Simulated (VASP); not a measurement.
Wanted: the native input for a VASP 6.6.1 run.

```
Task                   : single point
Functional             : r2SCAN
Potentials or basis    : VASP PAW PBE potentials, release 64 (Ru_pv)
Cutoff                 : 520 eV
k mesh                 : 24 × 24 × 24
Occupations            : fermi-dirac, width 0.05 eV
Spin                   : collinear spin, ferromagnetic start
Starting moments       : [1.333] μB
Dipole correction      : no
Further INCAR settings : ALGO = Normal; EDIFF = 1e-06; NBANDS = 17
```

Crystal: Ru.

```
Ru
1.0
    -1.49062    1.49062    1.49062
     1.49062   -1.49062    1.49062
     1.49062    1.49062   -1.49062
Ru
1
Direct
  0.00000 0.00000 0.00000
```

This isn't the form of Ru at room conditions, which is hcp.

One way to write it, as run:

POSCAR

```
Ru
1.0
   -1.4906196174      1.4906196174      1.4906196174
    1.4906196174     -1.4906196174      1.4906196174
    1.4906196174      1.4906196174     -1.4906196174
Ru
1
Direct
    0.0000000000      0.0000000000      0.0000000000
```

INCAR.step1

```
SYSTEM = Ru
PREC = Accurate
ENCUT = 520
ISMEAR = -1
SIGMA = 0.05
LREAL = .False.
LASPH = .True.
NELM = 150
ISPIN = 2
MAGMOM = 1.333
LMAXMIX = 4
NBANDS = 17
GGA = PE
ALGO = Normal
EDIFF = 1E-4
LWAVE = .True.
LCHARG = .False.
```

INCAR.step2

```
SYSTEM = Ru
PREC = Accurate
ENCUT = 520
EDIFF = 1E-6
ISMEAR = -1
SIGMA = 0.05
LREAL = .False.
LASPH = .True.
NELM = 150
ALGO = Normal
ISIF = 2
LWAVE = .False.
LCHARG = .False.
ISPIN = 2
MAGMOM = 1.333
LORBIT = 11
LMAXMIX = 4
METAGGA = R2SCAN
LMIXTAU = .True.
NBANDS = 17
ISTART = 1
```

KPOINTS

```
Automatic mesh
0
Gamma
  24 24 24
  0 0 0
```

Potentials or basis: VASP PAW PBE potentials, release 64 (Ru_pv).

Run with:

```console
$ cat potpaw_PBE.64/Ru_pv/POTCAR > POTCAR
$ cp INCAR.step1 INCAR
$ mpirun -np 1 vasp_std > vasp.out
$ cp INCAR.step2 INCAR
$ mpirun -np 1 vasp_std > vasp.out
```

Results of the run:

The pressure is 19.0 GPa. The band gap on the k mesh is zero (filled and empty bands overlap) and the net moment is 0.00 μB per cell. The valence electrons inside the program's atomic spheres are Ru 12.73.

Caveat: the cell stands under pressure; an empty level that is flat over the whole mesh can mark a ghost state of the potentials, or a narrow d or f band; the PAW data sets were made with another functional, which shifts forces and pressure a little.

Wall time 17 min on 1 thread of Oxide Virtual Turin-like Processor, with other jobs on the host, peak memory 0.21 GiB.
